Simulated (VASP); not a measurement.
Input of a VASP 6.6.1 run:

INCAR

```
  PREC = Accurate
  ENCUT = 520
  EDIFF = 1E-7
  ISMEAR = 0
  SIGMA = 0.05
  LREAL = False
  LASPH = True
  NELM = 100
  ALGO = Normal
  ISIF = 2
  LWAVE = False
  LCHARG = False
  GGA = CA
  NBANDS = 36
```

File KPOINTS:

```
regular mesh
0
Gamma
  8 8 2
```

Contents of POSCAR:

```
MgO
1.0
   -3.4517839558      0.0000000000      0.0000000000
   -1.7258919779     -2.9893325941      0.0000000000
   -0.5752973260     -0.9964441980     12.4189476803
Mg O
6 6
Direct
    0.6666666667      0.6388833333      0.0833500000
    0.6666666667      0.5277722222      0.4166833333
    0.6666666667      0.4166611111      0.7500166667
    0.3333333333      0.0277722222      0.9166833333
    0.3333333333      0.2499944444      0.2500166667
    0.3333333333      0.1388833333      0.5833500000
    0.6666666667      0.3611055556      0.9166833333
    0.6666666667      0.5833277778      0.2500166667
    0.6666666667      0.4722166667      0.5833500000
    0.3333333333      0.3055500000      0.0833500000
    0.3333333333      0.1944388889      0.4166833333
    0.3333333333      0.0833277778      0.7500166667
```

Potentials or basis: VASP PAW LDA potentials, release 64 (Mg, O).

Command:

```bash
$ cat potpaw_LDA.64/Mg/POTCAR potpaw_LDA.64/O/POTCAR > POTCAR
$ mpirun -np 1 vasp_std > vasp.out
```

Task: Estimate the band gap on the k mesh.

Result: 2.66 eV, direct.

Task: Predict the largest force.

Result: 2.328 eV/Å.

Task: Estimate the pressure.

Result: -1.2 GPa.

Forces on the atoms (eV/Å):
```
Mg  -0.419  1.446  1.777
Mg   0.002  0.000  0.002
Mg  -0.041 -0.022 -0.050
Mg   0.419 -1.446 -1.777
Mg   0.041  0.022  0.050
Mg  -0.002  0.000 -0.002
O   -1.370 -0.566 -0.796
O    0.049 -0.012 -0.014
O    0.000  0.001 -0.002
O    1.370  0.566  0.796
O    0.000 -0.001  0.002
O   -0.049  0.012  0.014
```

Caveat: forces of over 1 eV/Å act on the atoms, so gaps and moduli don't describe the material at rest. A k mesh can miss the band edges.
